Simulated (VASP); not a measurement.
# PbO (F-43m) in VASP: single point with HSE06

Aim: the single point of PbO with HSE06.

Program: VASP 6.6.1. These are calculated values, not measurements. Logs are shortened: lines on timing, memory, paths and dates and some standing lists are left out, and cuts for length are marked.

### 1 The cell of the first run

The structure is cubic, space group F-43m (No. 216). Conventional cell: a = 5.598 Å, b = 5.598 Å, c = 5.598 Å, α = 90.00°, β = 90.00°, γ = 90.00°. Within 3.2 Å of Pb (site symmetry -43m) lie 4 O at 2.42 Å. Within 3.2 Å of O (site symmetry -43m) lie 4 Pb at 2.42 Å.

### 2 Single point, HSE06

POSCAR reads:

```
PbO
1.0
    0.0000000000      2.7987768028      2.7987768028
    2.7987768028      0.0000000000      2.7987768028
    2.7987768028      2.7987768028      0.0000000000
Pb O
1 1
Direct
    0.0000000000      0.0000000000      0.0000000000
    0.2500000000      0.2500000000      0.2500000000
```

INCAR.step1 reads:

```
SYSTEM = PbO
PREC = Accurate
ENCUT = 520
EDIFF = 1E-5
ISMEAR = 0
SIGMA = 0.01
LREAL = .False.
LASPH = .True.
NELM = 80
ALGO = Normal
ISIF = 2
LWAVE = .True.
LCHARG = .False.
NBANDS = 17
GGA = PE
```

INCAR.step2 reads:

```
SYSTEM = PbO
PREC = Accurate
ENCUT = 520
EDIFF = 1E-6
ISMEAR = 0
SIGMA = 0.01
LREAL = .False.
LASPH = .True.
NELM = 80
ALGO = Normal
ISIF = 2
LWAVE = .False.
LCHARG = .False.
GGA = PE
LHFCALC = .True.
HFSCREEN = 0.2079
PRECFOCK = Normal
NBANDS = 17
ISTART = 1
```

KPOINTS reads:

```
Automatic mesh
0
Gamma
  6 6 6
  0 0 0
```

Potentials or basis: VASP PAW PBE potentials, release 64 (Pb_d, O).

Launch:

```console
> cat potpaw_PBE.64/Pb_d/POTCAR potpaw_PBE.64/O/POTCAR > POTCAR
> cp INCAR.step1 INCAR
> mpirun -np 1 vasp_std > vasp.out
> cp INCAR.step2 INCAR
> mpirun -np 1 vasp_std > vasp.out
```

OUTCAR:

```text
SYSTEM = PbO
   PREC = Accurate
   ENCUT = 520
   EDIFF = 1E-6
   ISMEAR = 0
   LREAL = .False.
   LASPH = .True.
   NELM = 80
   ISIF = 2
   GGA = PE
   LHFCALC = .True.
   HFSCREEN = 0.2079
   PRECFOCK = Normal
   ISTART = 1

 ion  position               nearest neighbor table
   1  0.000  0.000  0.000-   2 2.42   2 2.42   2 2.42   2 2.42
   2  0.250  0.250  0.250-   1 2.42   1 2.42   1 2.42   1 2.42

  LATTYP: Found a face centered cubic cell.
 ALAT       =     5.5975536056

  Lattice vectors:

 A1 = (   0.0000000000,   2.7987768028,   2.7987768028)
 A2 = (   2.7987768028,   0.0000000000,   2.7987768028)
 A3 = (   2.7987768028,   2.7987768028,   0.0000000000)

Analysis of symmetry for initial positions (statically):
=====================================================================
 Subroutine PRICEL returns:
 Original cell was already a primitive cell.

 Routine SETGRP: Setting up the symmetry group for a
 face centered cubic supercell.

 Subroutine GETGRP returns: Found 24 space group operations
 (whereof 24 operations were pure point group operations)
 out of a pool of 48 trial point group operations.

The static configuration has the point symmetry T_d .

Analysis of symmetry for dynamics (positions and initial velocities):
=====================================================================
 Subroutine PRICEL returns:
 Original cell was already a primitive cell.

 Routine SETGRP: Setting up the symmetry group for a
 face centered cubic supercell.

 Subroutine GETGRP returns: Found 24 space group operations
 (whereof 24 operations were pure point group operations)
 out of a pool of 48 trial point group operations.

The dynamic configuration has the point symmetry T_d .

 Subroutine INISYM returns: Found 24 space group operations
 (whereof 24 operations are pure point group operations),
 and found     1 'primitive' translations

----------------------------------------------------------------------------------------

                                     Primitive cell

  volume of cell :      43.8465

  direct lattice vectors                    reciprocal lattice vectors
     0.000000000  2.798776803  2.798776803    -0.178649473  0.178649473  0.178649473
     2.798776803  0.000000000  2.798776803     0.178649473 -0.178649473  0.178649473
     2.798776803  2.798776803  0.000000000     0.178649473  0.178649473 -0.178649473

  length of vectors
     3.958068113  3.958068113  3.958068113     0.309429963  0.309429963  0.309429963

  position of ions in fractional coordinates (direct lattice)
     0.000000000  0.000000000  0.000000000
     0.250000000  0.250000000  0.250000000

  ion indices of the primitive-cell ions
   primitive index   ion index
                 1           1
                 2           2

----------------------------------------------------------------------------------------

 KPOINTS: Automatic mesh

Automatic generation of k-mesh.
 Grid dimensions read from file:
 generate k-points for:    6    6    6

 Generating k-lattice:

  Cartesian coordinates                     Fractional coordinates (reciprocal lattice)
    -0.029774912  0.029774912  0.029774912     0.166666667  0.000000000  0.000000000
     0.029774912 -0.029774912  0.029774912     0.000000000  0.166666667  0.000000000
     0.029774912  0.029774912 -0.029774912     0.000000000  0.000000000  0.166666667

  Length of vectors
     0.051571661  0.051571661  0.051571661

  Shift w.r.t. Gamma in fractional coordinates (k-lattice)
     0.000000000  0.000000000  0.000000000

 Subroutine IBZKPT returns following result:
 ===========================================

 Found     16 irreducible k-points:

 Following reciprocal coordinates:
            Coordinates               Weight
  0.000000  0.000000  0.000000      1.000000
  0.166667  0.000000  0.000000      8.000000
  0.333333  0.000000  0.000000      8.000000
  0.500000  0.000000  0.000000      4.000000
  0.166667  0.166667  0.000000      6.000000
  0.333333  0.166667  0.000000     24.000000
[... 8 lines left out ...]
 -0.333333  0.333333  0.166667     24.000000
 -0.333333  0.500000  0.166667     12.000000
   k-points           NKPTS =     16   k-points in BZ     NKDIM =    216   number of bands    NBANDS=     17
   number of dos      NEDOS =    301   number of ions     NIONS =      2
   total plane-waves  NPLWV =  27000
   dimension x,y,z NGX =    30 NGY =   30 NGZ =   30
   dimension x,y,z NGXF=    60 NGYF=   60 NGZF=   60
   ions per type =               1   1
   NGX,Y,Z   is equivalent  to a cutoff of  12.60, 12.60, 12.60 a.u.
   NGXF,Y,Z  is equivalent  to a cutoff of  25.20, 25.20, 25.20 a.u.
 SYSTEM =  PbO
   PREC   = accura    normal or accurate (medium, high low for compatibility)
   ISTART =      1    job   : 0-new  1-cont  2-samecut
   ICHARG =      0    charge: 1-file 2-atom 10-const
   ISPIN  =      1    spin polarized calculation?
   LNONCOLLINEAR =      F non collinear calculations
   LSORBIT =      F    spin-orbit coupling
   LASPH  =      T    aspherical Exc in radial PAW
   ENCUT  =  520.0 eV  38.22 Ry    6.18 a.u.   7.36  7.36  7.36*2*pi/ulx,y,z
   NELM   =     80;   NELMIN=  2; NELMDL=  0     # of ELM steps
   EDIFF  = 0.1E-05   stopping-criterion for ELM
   LREAL  =      F    real-space projection
   EDIFFG = 0.1E-04   stopping-criterion for IOM
   NSW    =      0    number of steps for IOM
   IBRION =     -1    ionic relax: 0-MD 1-quasi-New 2-CG
   NFREE  =      0    steps in history (QN), initial steepest desc. (CG)
   ISIF   =      2    stress and relaxation
   ISYM   =      3    0-nonsym 1-usesym 2-fastsym
   POTIM  = 0.5000    time-step for ionic-motion
   TEBEG  =    0.0;   TEEND  =   0.0 temperature during run
   PSTRESS=    0.0 pullay stress
   NELECT =      20.0000    total number of electrons
   NUPDOWN=      -1.0000    fix difference up-down
   EMIN   =  10.00;   EMAX   =-10.00  energy-range for DOS
   EFERMI =   0.00;   METHOD = LEGACY
   ISMEAR =     0;   SIGMA  =   0.01  broadening in eV -4-tet -1-fermi 0-gaus
   EFERMI_NEDOS =   21; number of points for ismear=-14 and -15
   IALGO  =     38    algorithm
   IMIX   =      1    mixing-type and parameters
     AMIX     =   0.40;   BMIX     =  1.00
     AMIX_MAG =   1.60;   BMIX_MAG =  1.00
  volume/ion in A,a.u.               =      21.92       147.95
  Fermi-wavevector in a.u.,A,eV,Ry     =   1.260201  2.381435 21.607509  1.588107
  Thomas-Fermi vector in A             =   2.393723
   LORBIT       =      0    0 simple, 1 ext, 2 COOP (PROOUT), +10 PAW based schemes
   GGA     = PE    functional components
   LHFCALC =     T    Hartree Fock is set to
   PRECFOCK=normal    Normal, Fast or Accurate (Low or Medium for compatibility)
   ENCUT4O =  -1.0   cutoff for four orbital integrals eV
   NKREDX  =     1    reduce k-point grid by
   NKREDY  =     1    reduce k-point grid by
   NKREDZ  =     1    reduce k-point grid by
   AEXX    =    0.2500 exact exchange contribution
   HFSCREEN=    0.2079 screening length (either q_TF or 0.3 A-1)
   HFSCREENC=   0.2079 screening length for correlation (either q_TF or 0.3 A-1)
   ENCUTFOCK=  -1.0 apply spherical cutoff to Coloumb kernel
   IVDW    =     0    specifies the selected vdW correction
   LEPSILON=     F    determine dielectric tensor
   LRPA    =     F    only Hartree local field effects (RPA)
 non-spin polarized calculation
 Gauss-broadening in eV      SIGMA  =   0.01
  energy-cutoff  :      520.00
  volume of cell :       43.85
 maximum number of plane-waves:      1243
 NGX is ok and might be reduce to    30
  NGX = 24; NGY = 24; NGZ = 24

 number of electron      20.0000003 magnetization

 Free energy of the ion-electron system (eV)
  ---------------------------------------------------
  ext. energy  EPLUGINS =         0.00000000
  ---------------------------------------------------
  free energy    TOTEN  =       -12.63243957 eV

  energy without entropy =      -12.63243957  energy(sigma->0) =      -12.63243957

 E-fermi :   4.2391     XC(G=0):  -7.7183

 val. band max:        4.1933202829   @ k =  -0.3333   0.5000   0.1667
 cond. band min:       5.2786384655   @ k =   0.5000   0.5000   0.0000
 fundamental gap:      1.0853181826
 Fermi energy:         4.2390516919

 k-point     1 :       0.0000    0.0000    0.0000
  band No.  band energies     occupation
      1     -15.4679      2.00000
      2     -13.7538      2.00000
      3     -13.7538      2.00000
      4     -13.7538      2.00000
      5     -13.6376      2.00000
      6     -13.6376      2.00000
[... 9 lines left out ...]
     16      17.3927      0.00000
     17      17.3927      0.00000

 k-point     2 :       0.1667    0.0000    0.0000
  band No.  band energies     occupation
      1     -15.4857      2.00000
      2     -13.7377      2.00000
      3     -13.7377      2.00000
      4     -13.6364      2.00000
      5     -13.6364      2.00000
      6     -13.6035      2.00000
[... 9 lines left out ...]
     16      16.8521      0.00000
     17      16.8815      0.00000

 k-point     3 :       0.3333    0.0000    0.0000
  band No.  band energies     occupation
      1     -15.5290      2.00000
      2     -13.7212      2.00000
      3     -13.7212      2.00000
      4     -13.6182      2.00000
      5     -13.6182      2.00000
      6     -13.2620      2.00000
[... 9 lines left out ...]
     16      16.8627      0.00000
     17      18.4893      0.00000

 k-point     4 :       0.5000    0.0000    0.0000
  band No.  band energies     occupation
      1     -15.5534      2.00000
      2     -13.7207      2.00000
      3     -13.7207      2.00000
      4     -13.6012      2.00000
      5     -13.6012      2.00000
      6     -13.0678      2.00000
[... 9 lines left out ...]
     16      17.2440      0.00000
     17      18.1070      0.00000
[... 183 lines left out ...]
      1     -15.5520      2.00000
      2     -13.6983      2.00000
      3     -13.6762      2.00000
      4     -13.6422      2.00000
      5     -13.6107      2.00000
      6     -13.0467      2.00000
[... 9 lines left out ...]
     16      18.1644      0.00000
     17      20.4180      0.00000

 k-point    15 :      -0.3333    0.3333    0.1667
  band No.  band energies     occupation
      1     -15.5651      2.00000
      2     -13.7041      2.00000
      3     -13.6675      2.00000
      4     -13.6319      2.00000
      5     -13.6115      2.00000
      6     -12.9084      2.00000
[... 9 lines left out ...]
     16      18.8906      0.00000
     17      20.0972      0.00000

 k-point    16 :      -0.3333    0.5000    0.1667
  band No.  band energies     occupation
      1     -15.5720      2.00000
      2     -13.6904      2.00000
      3     -13.6687      2.00000
      4     -13.6156      2.00000
      5     -13.6053      2.00000
      6     -12.8789      2.00000
[... 9 lines left out ...]
     16      18.5077      0.00000
     17      20.3627      0.00000

------------------------ aborting loop because EDIFF is reached ----------------------------------------

  FORCE on cell =-STRESS in cart. coord.  units (eV):
  Direction    XX          YY          ZZ          XY          YZ          ZX
  --------------------------------------------------------------------------------------
  -------------------------------------------------------------------------------------
  Total        0.1191134      0.1191134      0.1191134      0.0000000      0.0000000      0.0000000
  in kB        4.3524757      4.3524757      4.3524757      0.0000000      0.0000000      0.0000000
  external PRESSURE =       4.3524757 kB  Pullay stress =       0.0000000 kB

 VOLUME and BASIS-vectors are now :
 -----------------------------------------------------------------------------
  energy-cutoff  :      520.00
  volume of cell :       43.85
      direct lattice vectors                 reciprocal lattice vectors
     0.000000000  2.798776803  2.798776803    -0.178649473  0.178649473  0.178649473
     2.798776803  0.000000000  2.798776803     0.178649473 -0.178649473  0.178649473
     2.798776803  2.798776803  0.000000000     0.178649473  0.178649473 -0.178649473

 POSITION                                       TOTAL-FORCE (eV/Angst)
 -----------------------------------------------------------------------------------
      0.00000      0.00000      0.00000         0.000000      0.000000      0.000000
      1.39939      1.39939      1.39939        -0.000000     -0.000000     -0.000000
 -----------------------------------------------------------------------------------
    total drift:                                0.000003      0.000006      0.000007

  FREE ENERGIE OF THE ION-ELECTRON SYSTEM (eV)
  ---------------------------------------------------
  free  energy   TOTEN  =       -12.6324395699 eV

  energy  without entropy=      -12.6324395699  energy(sigma->0) =      -12.63243957
```

Run time: 48 min. Hardware: 1 thread of Intel Xeon Platinum 8259CL at 2.50GHz (Skylake/Cascade Lake), shared host; peak memory 0.29 GiB.

What came out:

| Item | Value |
| --- | --- |
| Free energy | -12.6324 eV |
| Pressure | 0.4 GPa |
| Band gap on the k mesh | 1.09 eV (least direct gap 1.24 eV) |

Caveat: the structure was generated, so it needn't be the stable form of PbO; the PAW data sets were made with another functional, which shifts forces and pressure a little; spin-orbit coupling is left out, which moves the levels of the heavy elements. A k mesh can miss the band edges.
